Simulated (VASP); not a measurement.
# Ca (P-1) in VASP: single point with PBE

Aim: the single point of Ca with PBE.

Program: VASP 6.6.1. These are calculated values, not measurements. Logs are shortened: lines on timing, memory, paths and dates and some standing lists are left out, and cuts for length are marked.

## 1. The cell of the first run

The typed cell holds 2 atoms: a = 3.980 Å, b = 3.980 Å, c = 6.520 Å, α = 90.00°, β = 90.00°, γ = 120.00°.

## 2. Single point, PBE (one atom moved)

INCAR

```
PREC = Accurate
ENCUT = 520
EDIFF = 1E-6
ISMEAR = 0
SIGMA = 0.1
LREAL = F
LASPH = T
NELM = 60
ALGO = Fast
ISIF = 2
LWAVE = F
LCHARG = T
GGA = PE
LELF = T
LVHAR = T
NBANDS = 17
```

KPOINTS

```
Automatic mesh
0
Gamma
  12 12 6
```

POSCAR

```
Ca
1.0
    3.9799995206      0.0000000000      0.0000000000
   -1.9899997603      3.4467806919      0.0000000000
    0.0000000000      0.0000000000      6.5200000000
Ca
2
Direct
    0.3558622030      0.6631967622      0.2324907975
    0.6666666667      0.3333333333      0.7500000000
```

Potentials or basis: VASP PAW PBE potentials, release 64 (Ca_sv).

Run with:

```
cat potpaw_PBE.64/Ca_sv/POTCAR > POTCAR
mpirun -np 1 vasp_std > vasp.out
```

OUTCAR:

```text
PREC = Accurate
   ENCUT = 520
   EDIFF = 1E-6
   ISMEAR = 0
   LREAL = F
   LASPH = T
   NELM = 60
   ISIF = 2
   GGA = PE

 ion  position               nearest neighbor table
   1  0.356  0.663  0.232-
   2  0.667  0.333  0.750-

  LATTYP: Found a hexagonal cell.
 ALAT       =     3.9799995206
 C/A-ratio  =     1.6381911521

  Lattice vectors:

 A1 = (   3.9799995206,   0.0000000000,   0.0000000000)
 A2 = (  -1.9899997603,   3.4467806919,   0.0000000000)
 A3 = (   0.0000000000,   0.0000000000,   6.5200000000)

Analysis of symmetry for initial positions (statically):
=====================================================================
 Subroutine PRICEL returns:
 Original cell was already a primitive cell.

 Routine SETGRP: Setting up the symmetry group for a
 hexagonal supercell.

 Subroutine GETGRP returns: Found  2 space group operations
 (whereof  1 operations were pure point group operations)
 out of a pool of 24 trial point group operations.

The static configuration has the point symmetry C_1 .
 The point group associated with its full space group is S_2 .

Analysis of symmetry for dynamics (positions and initial velocities):
=====================================================================
 Subroutine PRICEL returns:
 Original cell was already a primitive cell.

 Routine SETGRP: Setting up the symmetry group for a
 hexagonal supercell.

 Subroutine GETGRP returns: Found  2 space group operations
 (whereof  1 operations were pure point group operations)
 out of a pool of 24 trial point group operations.

The dynamic configuration has the point symmetry C_1 .
 The point group associated with its full space group is S_2 .

 Subroutine INISYM returns: Found  2 space group operations
 (whereof  1 operations are pure point group operations),
 and found     1 'primitive' translations

----------------------------------------------------------------------------------------

                                     Primitive cell

  volume of cell :      89.4426

  direct lattice vectors                    reciprocal lattice vectors
     3.979999521  0.000000000  0.000000000     0.251256312  0.145062899  0.000000000
    -1.989999760  3.446780692  0.000000000     0.000000000  0.290125798  0.000000000
     0.000000000  0.000000000  6.520000000     0.000000000  0.000000000  0.153374233

  length of vectors
     3.979999521  3.979999521  6.520000000     0.290125798  0.290125798  0.153374233

  position of ions in fractional coordinates (direct lattice)
     0.355862203  0.663196762  0.232490797
     0.666666667  0.333333333  0.750000000

  ion indices of the primitive-cell ions
   primitive index   ion index
                 1           1
                 2           2

----------------------------------------------------------------------------------------

 KPOINTS: Automatic mesh

Automatic generation of k-mesh.
 Grid dimensions read from file:
 generate k-points for:   12   12    6

 Generating k-lattice:

  Cartesian coordinates                     Fractional coordinates (reciprocal lattice)
     0.020938026  0.012088575  0.000000000     0.083333333 -0.000000000  0.000000000
     0.000000000  0.024177150  0.000000000     0.000000000  0.083333333  0.000000000
     0.000000000  0.000000000  0.025562372     0.000000000  0.000000000  0.166666667

  Length of vectors
     0.024177150  0.024177150  0.025562372

  Shift w.r.t. Gamma in fractional coordinates (k-lattice)
     0.000000000  0.000000000  0.000000000

 Subroutine IBZKPT returns following result:
 ===========================================

 Found    436 irreducible k-points:

 Following reciprocal coordinates:
            Coordinates               Weight
  0.000000  0.000000  0.000000      1.000000
  0.083333  0.000000  0.000000      2.000000
  0.000000  0.083333  0.000000      2.000000
 -0.083333  0.083333  0.000000      2.000000
  0.166667  0.000000  0.000000      2.000000
  0.000000  0.166667  0.000000      2.000000
[... 16 lines left out ...]
  0.166667  0.083333  0.000000      2.000000
 -0.083333  0.250000  0.000000      2.000000
 [... further k-points ...]
   k-points           NKPTS =    436   k-points in BZ     NKDIM =    436   number of bands    NBANDS=     17
   number of dos      NEDOS =    301   number of ions     NIONS =      2
   total plane-waves  NPLWV =  43200
   dimension x,y,z NGX =    30 NGY =   30 NGZ =   48
   dimension x,y,z NGXF=    60 NGYF=   60 NGZF=   96
   ions per type =               2
   NGX,Y,Z   is equivalent  to a cutoff of  12.53, 12.53, 12.24 a.u.
   NGXF,Y,Z  is equivalent  to a cutoff of  25.06, 25.06, 24.48 a.u.
 SYSTEM =  unknown system
   PREC   = accura    normal or accurate (medium, high low for compatibility)
   ISTART =      0    job   : 0-new  1-cont  2-samecut
   ICHARG =      2    charge: 1-file 2-atom 10-const
   ISPIN  =      1    spin polarized calculation?
   LNONCOLLINEAR =      F non collinear calculations
   LSORBIT =      F    spin-orbit coupling
   LASPH  =      T    aspherical Exc in radial PAW
   ENCUT  =  520.0 eV  38.22 Ry    6.18 a.u.   7.40  7.40 12.12*2*pi/ulx,y,z
   NELM   =     60;   NELMIN=  2; NELMDL= -5     # of ELM steps
   EDIFF  = 0.1E-05   stopping-criterion for ELM
   LREAL  =      F    real-space projection
   EDIFFG = 0.1E-04   stopping-criterion for IOM
   NSW    =      0    number of steps for IOM
   IBRION =     -1    ionic relax: 0-MD 1-quasi-New 2-CG
   NFREE  =      0    steps in history (QN), initial steepest desc. (CG)
   ISIF   =      2    stress and relaxation
   ISYM   =      2    0-nonsym 1-usesym 2-fastsym
   POTIM  = 0.5000    time-step for ionic-motion
   TEBEG  =    0.0;   TEEND  =   0.0 temperature during run
   PSTRESS=    0.0 pullay stress
   NELECT =      20.0000    total number of electrons
   NUPDOWN=      -1.0000    fix difference up-down
   EMIN   =  10.00;   EMAX   =-10.00  energy-range for DOS
   EFERMI =   0.00;   METHOD = LEGACY
   ISMEAR =     0;   SIGMA  =   0.10  broadening in eV -4-tet -1-fermi 0-gaus
   EFERMI_NEDOS =   21; number of points for ismear=-14 and -15
   IALGO  =     68    algorithm
   IMIX   =      4    mixing-type and parameters
     AMIX     =   0.40;   BMIX     =  1.00
     AMIX_MAG =   1.60;   BMIX_MAG =  1.00
  volume/ion in A,a.u.               =      44.72       301.79
  Fermi-wavevector in a.u.,A,eV,Ry     =   0.993658  1.877741 13.433785  0.987355
  Thomas-Fermi vector in A             =   2.125555
   LORBIT       =      0    0 simple, 1 ext, 2 COOP (PROOUT), +10 PAW based schemes
   GGA     = PE    functional components
   LHFCALC =     F    Hartree Fock is set to
   AEXX    =    0.0000 exact exchange contribution
   IVDW    =     0    specifies the selected vdW correction
   LEPSILON=     F    determine dielectric tensor
   LRPA    =     F    only Hartree local field effects (RPA)
 non-spin polarized calculation
 RMM-DIIS sequential band-by-band and
 Gauss-broadening in eV      SIGMA  =   0.10
  energy-cutoff  :      520.00
  volume of cell :       89.44
 maximum number of plane-waves:      2442
 NGX is ok and might be reduce to    30
   NGX = 15   NGY = 15   NGZ = 25

 number of electron      20.0000002 magnetization

 Free energy of the ion-electron system (eV)
  ---------------------------------------------------
  ext. energy  EPLUGINS =         0.00000000
  ---------------------------------------------------
  free energy    TOTEN  =        -3.83616900 eV

  energy without entropy =       -3.82438763  energy(sigma->0) =       -3.83027832

 E-fermi :   1.7957     XC(G=0):  -7.5557

 val. band max:        1.7954050792   @ k =   0.3333   0.0000   0.0000
 cond. band min:       1.7961391246   @ k =   0.2500   0.0833   0.0000
 fundamental gap:      0.0007340454
 Fermi energy:         1.7957176381

 k-point     1 :       0.0000    0.0000    0.0000
  band No.  band energies     occupation
      1     -40.4048      2.00000
      2     -40.3941      2.00000
      3     -21.4370      2.00000
      4     -21.3485      2.00000
      5     -21.3424      2.00000
      6     -21.3297      2.00000
[... 9 lines left out ...]
     16       4.2917      0.00000
     17       4.5982      0.00000

 k-point     2 :       0.0833    0.0000    0.0000
  band No.  band energies     occupation
      1     -40.4042      2.00000
      2     -40.3938      2.00000
      3     -21.4347      2.00000
      4     -21.3510      2.00000
      5     -21.3476      2.00000
      6     -21.3349      2.00000
[... 9 lines left out ...]
     16       4.3456      0.00000
     17       4.5340      0.00000

 k-point     3 :       0.0000    0.0833    0.0000
  band No.  band energies     occupation
      1     -40.4042      2.00000
      2     -40.3938      2.00000
      3     -21.4346      2.00000
      4     -21.3527      2.00000
      5     -21.3459      2.00000
      6     -21.3352      2.00000
[... 9 lines left out ...]
     16       4.3390      0.00000
     17       4.5101      0.00000

 k-point     4 :      -0.0833    0.0833    0.0000
  band No.  band energies     occupation
      1     -40.4042      2.00000
      2     -40.3938      2.00000
      3     -21.4344      2.00000
      4     -21.3541      2.00000
      5     -21.3445      2.00000
      6     -21.3356      2.00000
[... 9 lines left out ...]
     16       4.3059      0.00000
     17       4.5201      0.00000

 k-point     5 :       0.1667    0.0000    0.0000
  band No.  band energies     occupation
      1     -40.4025      2.00000
      2     -40.3929      2.00000
      3     -21.4281      2.00000
      4     -21.3651      2.00000
      5     -21.3543      2.00000
      6     -21.3503      2.00000
[... 9 lines left out ...]
     16       4.3234      0.00000
     17       4.4113      0.00000

 k-point     6 :       0.0000    0.1667    0.0000
  band No.  band energies     occupation
      1     -40.4025      2.00000
      2     -40.3930      2.00000
      3     -21.4277      2.00000
      4     -21.3673      2.00000
      5     -21.3526      2.00000
      6     -21.3503      2.00000
[... 9 lines left out ...]
     16       4.3263      0.00000
     17       4.5123      0.00000

 k-point     7 :      -0.1667    0.1667    0.0000
  band No.  band energies     occupation
      1     -40.4024      2.00000
      2     -40.3931      2.00000
      3     -21.4272      2.00000
      4     -21.3696      2.00000
      5     -21.3517      2.00000
      6     -21.3496      2.00000
[... 9 lines left out ...]
     16       4.3517      0.00000
     17       4.4497      0.00000

 k-point     8 :       0.2500    0.0000    0.0000
  band No.  band energies     occupation
      1     -40.4001      2.00000
      2     -40.3919      2.00000
      3     -21.4187      2.00000
      4     -21.3868      2.00000
      5     -21.3711      2.00000
      6     -21.3606      2.00000
[... 9 lines left out ...]
     16       4.5511      0.00000
     17       4.6284      0.00000
[... 203 lines left out ...]
      1     -40.3936      2.00000
      2     -40.3914      2.00000
      3     -21.4338      2.00000
      4     -21.4178      2.00000
      5     -21.3793      2.00000
      6     -21.3693      2.00000
[... 9 lines left out ...]
     16       5.6876      0.00000
     17       5.7088      0.00000

 k-point    20 :       0.0833    0.0833    0.0000
  band No.  band energies     occupation
      1     -40.4030      2.00000
      2     -40.3932      2.00000
      3     -21.4303      2.00000
      4     -21.3588      2.00000
      5     -21.3546      2.00000
      6     -21.3443      2.00000
[... 9 lines left out ...]
     16       4.3657      0.00000
     17       4.4117      0.00000

 k-point    21 :      -0.0833    0.1667    0.0000
  band No.  band energies     occupation
      1     -40.4030      2.00000
      2     -40.3933      2.00000
      3     -21.4296      2.00000
      4     -21.3637      2.00000
      5     -21.3518      2.00000
      6     -21.3429      2.00000
[... 9 lines left out ...]
     16       4.3036      0.00000
     17       4.4626      0.00000

 k-point    22 :      -0.1667    0.0833    0.0000
  band No.  band energies     occupation
      1     -40.4030      2.00000
      2     -40.3932      2.00000
      3     -21.4299      2.00000
      4     -21.3622      2.00000
      5     -21.3524      2.00000
      6     -21.3435      2.00000
[... 9 lines left out ...]
     16       4.3234      0.00000
     17       4.4730      0.00000

 k-point    23 :       0.1667    0.0833    0.0000
  band No.  band energies     occupation
      1     -40.4010      2.00000
      2     -40.3922      2.00000
      3     -21.4223      2.00000
      4     -21.3759      2.00000
      5     -21.3676      2.00000
      6     -21.3555      2.00000
[... 9 lines left out ...]
     16       4.4391      0.00000
     17       4.5158      0.00000

 k-point    24 :      -0.0833    0.2500    0.0000
  band No.  band energies     occupation
      1     -40.4008      2.00000
      2     -40.3924      2.00000
      3     -21.4209      2.00000
      4     -21.3797      2.00000
      5     -21.3684      2.00000
      6     -21.3518      2.00000
[... 9 lines left out ...]
     16       4.4040      0.00000
     17       4.5057      0.00000

 [... further k-points ...]
[... 5 lines left out ...]
  --------------------------------------------------------------------------------------
  -------------------------------------------------------------------------------------
  Total       -0.4645935     -0.4838625     -0.3801637     -0.0848814      0.0034900     -0.0174545
  in kB       -8.3222257     -8.6673893     -6.8098412     -1.5204734      0.0625159     -0.3126603
  external PRESSURE =      -7.9331521 kB  Pullay stress =       0.0000000 kB

 VOLUME and BASIS-vectors are now :
 -----------------------------------------------------------------------------
  energy-cutoff  :      520.00
  volume of cell :       89.44
      direct lattice vectors                 reciprocal lattice vectors
     3.979999521  0.000000000  0.000000000     0.251256312  0.145062899  0.000000000
    -1.989999760  3.446780692  0.000000000     0.000000000  0.290125798  0.000000000
     0.000000000  0.000000000  6.520000000     0.000000000  0.000000000  0.153374233

 POSITION                                       TOTAL-FORCE (eV/Angst)
 -----------------------------------------------------------------------------------
      0.09657      2.28589      1.51584        -0.036029      0.007637      0.159997
      1.99000      1.14893      4.89000         0.036029     -0.007637     -0.159997
 -----------------------------------------------------------------------------------
    total drift:                               -0.000001      0.000001     -0.000011

  FREE ENERGIE OF THE ION-ELECTRON SYSTEM (eV)
  ---------------------------------------------------
  free  energy   TOTEN  =        -3.8361690001 eV

  energy  without entropy=       -3.8243876323  energy(sigma->0) =       -3.83027832
```

Run time: 17 min. Hardware: 1 thread of AMD EPYC 7R13, shared host; peak memory 0.6 GiB.

Results:

| Item | Value |
| --- | --- |
| Free energy | -3.8362 eV |
| Pressure | -0.8 GPa |
| Largest force | 0.164 eV/Å |
| Band gap on the k mesh | zero (band 10 reaches 2.03 eV, above the bottom of band 11 at 1.53 eV) |

Forces in eV/Å, atoms in the order of the input:
```
Ca  -0.036  0.008  0.160
Ca   0.036 -0.008 -0.160
```

Stress tensor (GPa, compression positive):
```
-0.83 -0.15 -0.03
-0.15 -0.87  0.01
-0.03  0.01 -0.68
```

Caveat: the cell differs from its parent crystal (one atom moved).
